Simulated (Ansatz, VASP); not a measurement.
## One calculation of Sc, two programs

```
Sc
1.0
     3.20960    0.00000    0.00000
    -1.37126    2.90192    0.00000
    -0.91917   -1.45096    2.71134
Sc
1
Direct
  0.00000 0.00000 0.00000
```

Alike in both runs: functional LDA; k mesh 10 × 10 × 10; occupations gaussian, width 0.025 eV; no spin polarisation.

|  | VASP | Ansatz |
| --- | --- | --- |
| version | VASP 6.6.1 | Ansatz 0.2.0 |
| potentials or method | VASP PAW LDA potentials, release 64 (Sc_sv), cutoff 520 eV | all-electron LAPW, scalar-relativistic |
| task | single point | atomic charges |

```tsv
	VASP	Ansatz	Ansatz less VASP
gap on the k mesh at the Fermi level (eV)	none	none	-
pressure (GPa)	-5.5	-5.6	-0.03
traceless stress, the component that is largest in VASP (GPa)	0.13	0.13	+0.004
```

LDA's correlation is that of Perdew and Zunger in VASP and of Perdew and Wang (1992) in Ansatz. A gap of «none» marks a metal or a gap that the smearing closes. Ansatz ran all-electron here, and VASP with PAW potentials.
